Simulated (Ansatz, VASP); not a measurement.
Mo: VASP beside Ansatz

```xyz
1
Lattice="-1.6967 1.6967 1.6967 1.6967 -1.6967 1.6967 1.6967 1.6967 -1.6967" Properties=species:S:1:pos:R:3 pbc="T T T"
Mo    0.0000    0.0000    0.0000
```

Change from the starting cell: strain +0.080 along x and y, +0.080 along z, atoms carried along.

Alike in both runs: task single point; functional PBE; k mesh 22 × 22 × 22; occupations gaussian, width 0.15 eV; no spin polarisation.

|  | VASP | Ansatz |
| --- | --- | --- |
| version | VASP 6.6.1 | Ansatz 0.2.0 |
| potentials or method | VASP PAW PBE potentials, release 64 (Mo_sv), cutoff 520 eV | scalar-relativistic, plane waves, PAW |
| valence electrons in the cell | 14 | 14 |

```csv
,VASP,Ansatz,Ansatz less VASP
gap on the k mesh at the Fermi level (eV),none,none,-
pressure (GPa),-34.5,-34.8,-0.21
```

A gap of «none» marks a metal or a gap that the smearing closes. Both programs put the cell under strong tension, so it lies far from rest at this level.

Noted on VASP's run: the cell as given lies far from equilibrium.
